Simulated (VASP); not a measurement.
# Mo2C3 (P4/mmm) in VASP: notebook

Runs on Mo2C3. Level: PBE. Tasks: single point.

Program: VASP 6.6.1. These are calculated values, not measurements. Logs are shortened: lines on timing, memory, paths and dates and some standing lists are left out, and cuts for length are marked.

## (1) The cell of the first run

It takes space group P4/mmm (No. 123, tetragonal). The conventional cell has a = 3.635 Å, b = 3.635 Å, c = 5.400 Å, α = 90.00°, β = 90.00°, γ = 90.00°. Within 3.0 Å of Mo (site symmetry mmm) lie 4 C at 2.28 Å and 4 Mo at 2.57 Å. Within 1.8 Å of C (site symmetry 4mm) lie 1 C at 1.32 Å. Within 1.8 Å of C (site symmetry 4/mmm) lie 2 C at 1.32 Å.

The cell was built from a structure type or drawn by symmetry, and may not be a known phase.

## (2) Single point, PBE

INCAR

```
SYSTEM = Mo2C3
  PREC = Accurate
  ENCUT = 520
  EDIFF = 1E-6
  ISMEAR = 0
  SIGMA = 0.1
  LREAL = .FALSE.
  LASPH = .TRUE.
  NELM = 60
  ALGO = Normal
  ISIF = 2
  LWAVE = .FALSE.
  LCHARG = .FALSE.
  GGA = PE
  NBANDS = 28
```

KPOINTS

```
regular mesh
0
G
  4 4 4
  0 0 0
```

POSCAR

```
Mo2C3
1.0
    3.6345666893      0.0000000000      0.0000000000
    0.0000000000      3.6345666893      0.0000000000
    0.0000000000      0.0000000000      5.3998558063
Mo C
2 3
Direct
    0.5000000000      0.0000000000      0.5000000000
    0.0000000000      0.5000000000      0.5000000000
    0.0000000000      0.0000000000      0.2435437945
    0.0000000000      0.0000000000      0.7564562055
    0.0000000000      0.0000000000      0.0000000000
```

Potentials or basis: VASP PAW PBE potentials, release 64 (Mo_sv, C).

Run with:

```
cat potpaw_PBE.64/Mo_sv/POTCAR potpaw_PBE.64/C/POTCAR > POTCAR
mpirun -np 1 vasp_std > vasp.out
```

OUTCAR:

```text
SYSTEM = Mo2C3
   PREC = Accurate
   ENCUT = 520
   EDIFF = 1E-6
   ISMEAR = 0
   LREAL = .FALSE.
   LASPH = .TRUE.
   NELM = 60
   ISIF = 2
   GGA = PE

 ion  position               nearest neighbor table
   1  0.500  0.000  0.500-   3 2.28   4 2.28   3 2.28   4 2.28   2 2.57   2 2.57   2 2.57   2 2.57

   2  0.000  0.500  0.500-   3 2.28   4 2.28   3 2.28   4 2.28   1 2.57   1 2.57   1 2.57   1 2.57

   3  0.000  0.000  0.244-   5 1.32   2 2.28   1 2.28   2 2.28   1 2.28
   4  0.000  0.000  0.756-   5 1.32   2 2.28   1 2.28   2 2.28   1 2.28
   5  0.000  0.000  0.000-   3 1.32   4 1.32

  LATTYP: Found a simple tetragonal cell.
 ALAT       =     3.6345666893
 C/A-ratio  =     1.4856945182

  Lattice vectors:

 A1 = (   3.6345666893,   0.0000000000,   0.0000000000)
 A2 = (   0.0000000000,   3.6345666893,   0.0000000000)
 A3 = (   0.0000000000,   0.0000000000,   5.3998558063)

Analysis of symmetry for initial positions (statically):
=====================================================================
 Subroutine PRICEL returns:
 Original cell was already a primitive cell.

 Routine SETGRP: Setting up the symmetry group for a
 simple tetragonal supercell.

 Subroutine GETGRP returns: Found 16 space group operations
 (whereof 16 operations were pure point group operations)
 out of a pool of 16 trial point group operations.

The static configuration has the point symmetry D_4h.

Analysis of symmetry for dynamics (positions and initial velocities):
=====================================================================
 Subroutine PRICEL returns:
 Original cell was already a primitive cell.

 Routine SETGRP: Setting up the symmetry group for a
 simple tetragonal supercell.

 Subroutine GETGRP returns: Found 16 space group operations
 (whereof 16 operations were pure point group operations)
 out of a pool of 16 trial point group operations.

The dynamic configuration has the point symmetry D_4h.

 Subroutine INISYM returns: Found 16 space group operations
 (whereof 16 operations are pure point group operations),
 and found     1 'primitive' translations

----------------------------------------------------------------------------------------

                                     Primitive cell

  volume of cell :      71.3325

  direct lattice vectors                    reciprocal lattice vectors
     3.634566689  0.000000000  0.000000000     0.275135961  0.000000000  0.000000000
     0.000000000  3.634566689  0.000000000     0.000000000  0.275135961  0.000000000
     0.000000000  0.000000000  5.399855806     0.000000000  0.000000000  0.185190130

  length of vectors
     3.634566689  3.634566689  5.399855806     0.275135961  0.275135961  0.185190130

  position of ions in fractional coordinates (direct lattice)
     0.500000000  0.000000000  0.500000000
     0.000000000  0.500000000  0.500000000
     0.000000000  0.000000000  0.243543794
     0.000000000  0.000000000  0.756456206
     0.000000000  0.000000000  0.000000000

  ion indices of the primitive-cell ions
   primitive index   ion index
                 1           1
                 2           2
                 3           3
                 4           4
                 5           5

----------------------------------------------------------------------------------------

 KPOINTS: regular mesh

Automatic generation of k-mesh.
 Grid dimensions read from file:
 generate k-points for:    4    4    4

 Generating k-lattice:

  Cartesian coordinates                     Fractional coordinates (reciprocal lattice)
     0.068783990  0.000000000  0.000000000     0.250000000  0.000000000  0.000000000
     0.000000000  0.068783990  0.000000000     0.000000000  0.250000000  0.000000000
     0.000000000  0.000000000  0.046297533     0.000000000  0.000000000  0.250000000

  Length of vectors
     0.068783990  0.068783990  0.046297533

  Shift w.r.t. Gamma in fractional coordinates (k-lattice)
     0.000000000  0.000000000  0.000000000

 Subroutine IBZKPT returns following result:
 ===========================================

 Found     18 irreducible k-points:

 Following reciprocal coordinates:
            Coordinates               Weight
  0.000000  0.000000  0.000000      1.000000
  0.250000  0.000000  0.000000      4.000000
  0.500000  0.000000  0.000000      2.000000
  0.250000  0.250000  0.000000      4.000000
  0.500000  0.250000  0.000000      4.000000
  0.500000  0.500000  0.000000      1.000000
[... 10 lines left out ...]
  0.500000  0.250000  0.500000      4.000000
  0.500000  0.500000  0.500000      1.000000
   k-points           NKPTS =     18   k-points in BZ     NKDIM =     18   number of bands    NBANDS=     28
   number of dos      NEDOS =    301   number of ions     NIONS =      5
   total plane-waves  NPLWV =  31360
   dimension x,y,z NGX =    28 NGY =   28 NGZ =   40
   dimension x,y,z NGXF=    56 NGYF=   56 NGZF=   80
   ions per type =               2   3
   NGX,Y,Z   is equivalent  to a cutoff of  12.81, 12.81, 12.31 a.u.
   NGXF,Y,Z  is equivalent  to a cutoff of  25.61, 25.61, 24.63 a.u.
 SYSTEM =  Mo2C3
   PREC   = accura    normal or accurate (medium, high low for compatibility)
   ISTART =      0    job   : 0-new  1-cont  2-samecut
   ICHARG =      2    charge: 1-file 2-atom 10-const
   ISPIN  =      1    spin polarized calculation?
   LNONCOLLINEAR =      F non collinear calculations
   LSORBIT =      F    spin-orbit coupling
   LASPH  =      T    aspherical Exc in radial PAW
   ENCUT  =  520.0 eV  38.22 Ry    6.18 a.u.   6.76  6.76 10.04*2*pi/ulx,y,z
   NELM   =     60;   NELMIN=  2; NELMDL= -5     # of ELM steps
   EDIFF  = 0.1E-05   stopping-criterion for ELM
   LREAL  =      F    real-space projection
   EDIFFG = 0.1E-04   stopping-criterion for IOM
   NSW    =      0    number of steps for IOM
   IBRION =     -1    ionic relax: 0-MD 1-quasi-New 2-CG
   NFREE  =      0    steps in history (QN), initial steepest desc. (CG)
   ISIF   =      2    stress and relaxation
   ISYM   =      2    0-nonsym 1-usesym 2-fastsym
   POTIM  = 0.5000    time-step for ionic-motion
   TEBEG  =    0.0;   TEEND  =   0.0 temperature during run
   PSTRESS=    0.0 pullay stress
   NELECT =      40.0000    total number of electrons
   NUPDOWN=      -1.0000    fix difference up-down
   EMIN   =  10.00;   EMAX   =-10.00  energy-range for DOS
   EFERMI =   0.00;   METHOD = LEGACY
   ISMEAR =     0;   SIGMA  =   0.10  broadening in eV -4-tet -1-fermi 0-gaus
   EFERMI_NEDOS =   21; number of points for ismear=-14 and -15
   IALGO  =     38    algorithm
   IMIX   =      4    mixing-type and parameters
     AMIX     =   0.40;   BMIX     =  1.00
     AMIX_MAG =   1.60;   BMIX_MAG =  1.00
  volume/ion in A,a.u.               =      14.27        96.28
  Fermi-wavevector in a.u.,A,eV,Ry     =   1.349996  2.551122 24.796455  1.822488
  Thomas-Fermi vector in A             =   2.477537
   LORBIT       =      0    0 simple, 1 ext, 2 COOP (PROOUT), +10 PAW based schemes
   GGA     = PE    functional components
   LHFCALC =     F    Hartree Fock is set to
   AEXX    =    0.0000 exact exchange contribution
   IVDW    =     0    specifies the selected vdW correction
   LEPSILON=     F    determine dielectric tensor
   LRPA    =     F    only Hartree local field effects (RPA)
 non-spin polarized calculation
 Gauss-broadening in eV      SIGMA  =   0.10
  energy-cutoff  :      520.00
  volume of cell :       71.33
 maximum number of plane-waves:      1944
 NGX is ok and might be reduce to    28
   NGX = 13   NGY = 13   NGZ = 21

 number of electron      39.9999996 magnetization

 Free energy of the ion-electron system (eV)
  ---------------------------------------------------
  ext. energy  EPLUGINS =         0.00000000
  ---------------------------------------------------
  free energy    TOTEN  =       -45.01213383 eV

  energy without entropy =      -44.99875626  energy(sigma->0) =      -45.00544504

 E-fermi :   6.2810     XC(G=0): -10.6091

 val. band max:        6.2350126135   @ k =   0.5000   0.0000   0.0000
 cond. band min:       6.3114024276   @ k =   0.5000   0.0000   0.5000
 fundamental gap:      0.0763898141
 Fermi energy:         6.2810341491

 k-point     1 :       0.0000    0.0000    0.0000
  band No.  band energies     occupation
      1     -54.9967      2.00000
      2     -54.5572      2.00000
      3     -29.6133      2.00000
      4     -29.6133      2.00000
      5     -29.0871      2.00000
      6     -28.6723      2.00000
[... 20 lines left out ...]
     27      11.5901      0.00000
     28      11.7370      0.00000

 k-point     2 :       0.2500    0.0000    0.0000
  band No.  band energies     occupation
      1     -54.9326      2.00000
      2     -54.6218      2.00000
      3     -29.4581      2.00000
      4     -29.4310      2.00000
      5     -29.0243      2.00000
      6     -28.7308      2.00000
[... 20 lines left out ...]
     27      11.7656      0.00000
     28      12.1597      0.00000

 k-point     3 :       0.5000    0.0000    0.0000
  band No.  band energies     occupation
      1     -54.7780      2.00000
      2     -54.7769      2.00000
      3     -29.1360      2.00000
      4     -29.0686      2.00000
      5     -28.8785      2.00000
      6     -28.8724      2.00000
[... 20 lines left out ...]
     27      11.7951      0.00000
     28      12.3904      0.00000

 k-point     4 :       0.2500    0.2500    0.0000
  band No.  band energies     occupation
      1     -54.8860      2.00000
      2     -54.6661      2.00000
      3     -29.7626      2.00000
      4     -29.0468      2.00000
      5     -28.9782      2.00000
      6     -28.8835      2.00000
[... 392 lines left out ...]
     27      12.1458      0.00000
     28      13.4424      0.00000

 k-point    17 :       0.5000    0.2500    0.5000
  band No.  band energies     occupation
      1     -54.7752      2.00000
      2     -54.7746      2.00000
      3     -29.7536      2.00000
      4     -29.4482      2.00000
      5     -28.8730      2.00000
      6     -28.8700      2.00000
[... 20 lines left out ...]
     27      11.4311      0.00000
     28      12.8908      0.00000

 k-point    18 :       0.5000    0.5000    0.5000
  band No.  band energies     occupation
      1     -54.7724      2.00000
      2     -54.7724      2.00000
      3     -30.0215      2.00000
      4     -29.6958      2.00000
      5     -28.8672      2.00000
      6     -28.8672      2.00000
[... 20 lines left out ...]
     27      11.5270      0.00000
     28      11.5663      0.00000

------------------------ aborting loop because EDIFF is reached ----------------------------------------

  FORCE on cell =-STRESS in cart. coord.  units (eV):
  Direction    XX          YY          ZZ          XY          YZ          ZX
  --------------------------------------------------------------------------------------
  -------------------------------------------------------------------------------------
  Total        0.0113501      0.0113501     -0.0140890      0.0000000      0.0000000      0.0000000
  in kB        0.2549306      0.2549306     -0.3164479      0.0000000      0.0000000      0.0000000
  external PRESSURE =       0.0644711 kB  Pullay stress =       0.0000000 kB

 VOLUME and BASIS-vectors are now :
 -----------------------------------------------------------------------------
  energy-cutoff  :      520.00
  volume of cell :       71.33
      direct lattice vectors                 reciprocal lattice vectors
     3.634566689  0.000000000  0.000000000     0.275135961  0.000000000  0.000000000
     0.000000000  3.634566689  0.000000000     0.000000000  0.275135961  0.000000000
     0.000000000  0.000000000  5.399855806     0.000000000  0.000000000  0.185190130

 POSITION                                       TOTAL-FORCE (eV/Angst)
 -----------------------------------------------------------------------------------
      1.81728      0.00000      2.69993         0.000000     -0.000000      0.000000
      0.00000      1.81728      2.69993         0.000000     -0.000000      0.000000
      0.00000      0.00000      1.31510        -0.000000     -0.000000      0.028371
      0.00000      0.00000      4.08475         0.000000      0.000000     -0.028371
      0.00000      0.00000      0.00000         0.000000     -0.000000      0.000000
 -----------------------------------------------------------------------------------
    total drift:                                0.000000      0.000000      0.000000

  FREE ENERGIE OF THE ION-ELECTRON SYSTEM (eV)
  ---------------------------------------------------
  free  energy   TOTEN  =       -45.0121338267 eV

  energy  without entropy=      -44.9987562611  energy(sigma->0) =      -45.00544504
```

Run time: 17 s. Hardware: 1 thread of Intel Xeon 6975P-C (Granite Rapids), shared host; peak memory 0.17 GiB.

Results:

* Free energy: -45.0121 eV
* Pressure: 0.0 GPa
* Largest force: 0.028 eV/Å
* Band gap on the k mesh: zero (bands 20 and 21 overlap by 1.58 eV)

Forces on the atoms (eV/Å):
```
Mo   0.000  0.000  0.000
Mo   0.000  0.000  0.000
C    0.000  0.000  0.028
C    0.000  0.000 -0.028
C    0.000  0.000  0.000
```

Levels at points of the mesh, in eV from the Fermi level:
| k point | band 16 | band 17 | band 18 | band 19 | band 20 | band 21 | band 22 | band 23 | band 24 | band 25 |
| --- | --- | --- | --- | --- | --- | --- | --- | --- | --- | --- |
| (0.00, 0.00, 0.00) | -3.95 | -3.95 | -3.72 | -1.95 | 1.11 | 1.39 | 1.39 | 3.81 | 4.62 | 4.62 |
| (0.50, 0.00, 0.00) | -3.02 | -2.08 | -0.77 | -0.46 | -0.45 | -0.07 | -0.05 | 1.21 | 1.35 | 1.70 |
| (0.50, 0.50, 0.00) | -3.00 | -3.00 | -1.34 | -1.34 | 0.30 | 0.30 | 1.62 | 1.62 | 1.81 | 2.16 |
| (0.00, 0.00, 0.50) | -4.23 | -1.46 | -0.76 | -0.76 | -0.42 | -0.42 | 1.31 | 1.80 | 1.80 | 3.18 |
| (0.50, 0.00, 0.50) | -2.22 | -2.05 | -0.76 | -0.55 | -0.16 | -0.08 | 0.03 | 0.35 | 1.30 | 1.70 |
| (0.50, 0.50, 0.50) | -4.64 | -3.15 | -2.05 | -2.05 | 0.52 | 0.52 | 2.15 | 2.27 | 2.80 | 4.66 |

Caveat: the k points lie up to 0.43 Å⁻¹ apart, too coarse for converged energies and pressures of a metal.

## (3) Single point, PBE

This run uses another cell than the first one, of 16.67 Å³/atom.

INCAR

```
SYSTEM = Mo2C3
  PREC = Accurate
  ENCUT = 520
  EDIFF = 1E-6
  ISMEAR = 0
  SIGMA = 0.1
  LREAL = .False.
  LASPH = .True.
  NELM = 60
  ALGO = Normal
  ISIF = 2
  LWAVE = .False.
  LCHARG = .True.
  GGA = PE
  LELF = .True.
  LVHAR = .True.
  NBANDS = 28
```

KPOINTS

```
Automatic mesh
0
Gamma
  4 4 4
  0 0 0
```

POSCAR

```
Mo2C3
1.0
    3.8314511500      0.0000000000      0.0000000000
    0.0000000000      3.8314511500      0.0000000000
    0.0000000000      0.0000000000      5.6785514500
Mo C
2 3
Direct
    0.5000000000      0.0000000000      0.5000000000
    0.0000000000      0.5000000000      0.5000000000
    0.0000000000      0.0000000000      0.3463554700
    0.0000000000      0.0000000000      0.6536445300
    0.0000000000      0.0000000000      0.0000000000
```

Potentials or basis: VASP PAW PBE potentials, release 64 (Mo_sv, C).

Run with:

```
cat potpaw_PBE.64/Mo_sv/POTCAR potpaw_PBE.64/C/POTCAR > POTCAR
mpirun -np 1 vasp_std > vasp.out
```

Run time: 19 s. Hardware: 1 thread of Intel Xeon 6975P-C (Granite Rapids), shared host; peak memory 0.18 GiB.

The run converged. Its results:

```
Free energy            : -38.0189 eV
Pressure               : 0.3 GPa
Largest force          : 3.652 eV/Å
Band gap on the k mesh : zero (bands 20 and 21 overlap by 1.42 eV)
```

Forces on the atoms (eV/Å):
```
Mo   0.000  0.000  0.000
Mo   0.000  0.000  0.000
C    0.000  0.000 -3.652
C    0.000  0.000  3.652
C    0.000  0.000  0.000
```

Stress tensor (GPa, compression positive):
```
  6.60   0.00   0.00
  0.00   6.60   0.00
  0.00   0.00 -12.43
```

Levels at points of the mesh, in eV from the Fermi level:
| k point | band 18 | band 19 | band 20 | band 21 | band 22 | band 23 |
| --- | --- | --- | --- | --- | --- | --- |
| (0.00, 0.00, 0.00) | -2.30 | 0.58 | 0.80 | 0.80 | 0.83 | 0.83 |
| (0.50, 0.00, 0.00) | -1.52 | -1.32 | -1.29 | -0.21 | 0.20 | 0.54 |
| (0.50, 0.50, 0.00) | -1.01 | -1.01 | -0.62 | -0.62 | -0.15 | 1.11 |
| (0.00, 0.00, 0.50) | -2.24 | 0.41 | 0.41 | 0.56 | 0.84 | 0.84 |
| (0.50, 0.00, 0.50) | -1.28 | -0.59 | -0.26 | -0.23 | 0.29 | 0.55 |
| (0.50, 0.50, 0.50) | -1.41 | -1.41 | -0.15 | -0.15 | 1.11 | 1.51 |

Caveat: the k points lie up to 0.41 Å⁻¹ apart, too coarse for converged energies and pressures of a metal; forces of over 1 eV/Å act on the atoms, so gaps and moduli don't describe the material at rest.
